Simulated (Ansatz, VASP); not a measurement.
**SnO in VASP and in Ansatz**

```
CELL_PARAMETERS angstrom
3.67900 0.00000 0.00000
0.00000 3.67900 0.00000
0.00000 0.00000 4.28290
ATOMIC_POSITIONS crystal
Sn 0.00000 0.50000 0.24575
Sn 0.50000 0.00000 0.75425
O 0.00000 0.00000 0.00000
O 0.50000 0.50000 0.00000
```

Alike in both runs: task single point; functional LDA; k mesh 10 × 10 × 8; occupations gaussian, width 0.15 eV; no spin polarisation.

```csv
,VASP,Ansatz
version,VASP 6.6.1,Ansatz 0.2.0
potentials or method,"VASP PAW LDA potentials, release 64 (Sn_d, O), cutoff 520 eV","scalar-relativistic, plane waves, PAW"
valence electrons in the cell,40,40
```

Ansatz gave:

* gap on the k mesh at the Fermi level (eV): none
* pressure (GPa): 16.9
* traceless stress, the component that is largest in VASP (GPa): 0.36
* rms of the force components (eV/Å): 0.916

Estimate VASP's values.

gap on the k mesh at the Fermi level (eV): none; pressure (GPa): 17.6; traceless stress, the component that is largest in VASP (GPa): 0.30; rms of the force components (eV/Å): 0.978.

LDA's correlation is that of Perdew and Zunger in VASP and of Perdew and Wang (1992) in Ansatz. Atom by atom the forces differ by 0.063 eV/Å (rms over components). A gap of «none» marks a metal or a gap that the smearing closes.
